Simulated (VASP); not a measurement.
Ti:

```
Ti
1.0
    -1.64100    1.64100    1.64100
     1.64100   -1.64100    1.64100
     1.64100    1.64100   -1.64100
Ti
1
Direct
  0.00000 0.00000 0.00000
```

- Program: VASP 6.6.1
- Task: relaxation of cell and atoms
- Functional: RPBE
- Dispersion: D4
- Potentials or basis: VASP PAW PBE potentials, release 64 (Ti_sv)
- Cutoff: 600 eV
- k mesh: 11 × 11 × 11
- Occupations: fermi-dirac, width 0.05 eV
- Spin: no spin polarisation

At the start: pressure -2.7 GPa; volume 17.68 Å³/atom.

How do energy, volume and symmetry change on relaxing?

Over 3 steps the energy falls by 4.3 meV/atom and the volume is 17.19 Å³/atom (-2.8 %); space group Im-3m (No. 229, to 0.05 Å).

Step by step:
```tsv
step	energy change (eV)	largest force (eV/Å)	pressure (GPa)	volume (Å³)
1	0.0000	0.0000	-2.73	17.68
2	-0.0029	0.0000	1.66	16.92
3	-0.0043	0.0000	0.00	17.19
```

Final structure:
```
Ti
1.0
    -1.62572    1.62572    1.62572
     1.62572   -1.62572    1.62572
     1.62572    1.62572   -1.62572
Ti
1
Direct
  0.00000 0.00000 0.00000
```

Caveat: the PAW data sets were made with another functional, which shifts forces and pressure a little; pairwise dispersion overbinds metals, which lowers pressure and volume.
